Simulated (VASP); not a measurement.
Set up this calculation in VASP 6.6.1, as the native input.

```
Task                   : single point
Functional             : PBE
Potentials or basis    : VASP PAW PBE potentials, release 64 (Ca_sv)
Cutoff                 : 520 eV
k mesh                 : 16 × 16 × 16
Occupations            : gaussian, width 0.15 eV
Spin                   : no spin polarisation
Dipole correction      : no
Further INCAR settings : ALGO = Fast; EDIFF = 1e-06; NBANDS = 11
```

The structure of Ca lies in POSCAR:

```
Ca
1.0
   -2.1079207047      2.1079207047      2.5295048456
    2.1079207047     -2.1079207047      2.5295048456
    2.1079207047      2.1079207047     -2.5295048456
Ca
1
Direct
    0.0000000000      0.0000000000      0.0000000000
```

This cell differs from its parent crystal: ratio of the length along z to the lengths across it x 1.2, volume and fractional coordinates fixed.

These files were run (other wordings do the same):

INCAR

```
SYSTEM = Ca
PREC = Accurate ; ENCUT = 520
EDIFF = 1E-6 ; ISMEAR = 0
SIGMA = 0.15 ; LREAL = .False.
LASPH = .True. ; NELM = 60
ALGO = Fast ; ISIF = 2
LWAVE = .False. ; LCHARG = .True.
GGA = PE ; LELF = .True.
LVHAR = .True. ; NBANDS = 11
```

KPOINTS

```
Automatic mesh
0
Gamma
  16 16 16
  0 0 0
```

Potentials or basis: VASP PAW PBE potentials, release 64 (Ca_sv).

Command:

```sh
$ cat potpaw_PBE.64/Ca_sv/POTCAR > POTCAR
$ mpirun -np 1 vasp_std > vasp.out
```

Results of the run:

The pressure is -1.0 GPa and the band gap on the k mesh is zero (band 5 reaches 2.00 eV, above the bottom of band 6 at 1.55 eV).

Wall time 81 s on 1 thread of Intel(R) Xeon(R) 6975P-C (Granite Rapids), on a shared host, peak memory 0.29 GiB.
